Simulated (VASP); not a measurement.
Si:

```xyz
2
Lattice="0.0000 2.6956 2.6956 2.6956 0.0000 2.6956 2.6956 2.6956 0.0000" Properties=species:S:1:pos:R:3 pbc="T T T"
Si    2.6956    2.6956    2.6956
Si    4.0435    4.0435    4.0435
```

| Item | Value |
| --- | --- |
| Program | VASP 6.6.1 |
| Task | relaxation of cell and atoms |
| Functional | r2SCAN |
| Potentials or basis | VASP PAW PBE potentials, release 64 (Si) |
| Cutoff | 600 eV |
| k mesh | 10 × 10 × 10 |
| Occupations | gaussian, width 0.02 eV |
| Spin | no spin polarisation |

At the start: pressure 2.8 GPa; volume 19.59 Å³/atom.

How do energy, volume and symmetry change on relaxing?

Over 3 steps the energy falls by 4.5 meV/atom and the volume is 20.12 Å³/atom (+2.7 %); space group Fd-3m (No. 227, to 0.1 Å) before and after.

The path:
| step | energy change (eV) | largest force (eV/Å) | pressure (GPa) | volume (Å³) |
| --- | --- | --- | --- | --- |
| 1 | 0.0000 | 0.0000 | 2.77 | 39.18 |
| 2 | -0.0033 | 0.0000 | -2.03 | 41.13 |
| 3 | -0.0090 | 0.0000 | 0.00 | 40.24 |

Final structure:
```
Si
1.0
     0.00000    2.71991    2.71991
     2.71991    0.00000    2.71991
     2.71991    2.71991    0.00000
Si
2
Direct
  0.50000 0.50000 0.50000
  0.75000 0.75000 0.75000
```

Caveat: the PAW data sets were made with another functional, which shifts forces and pressure a little.
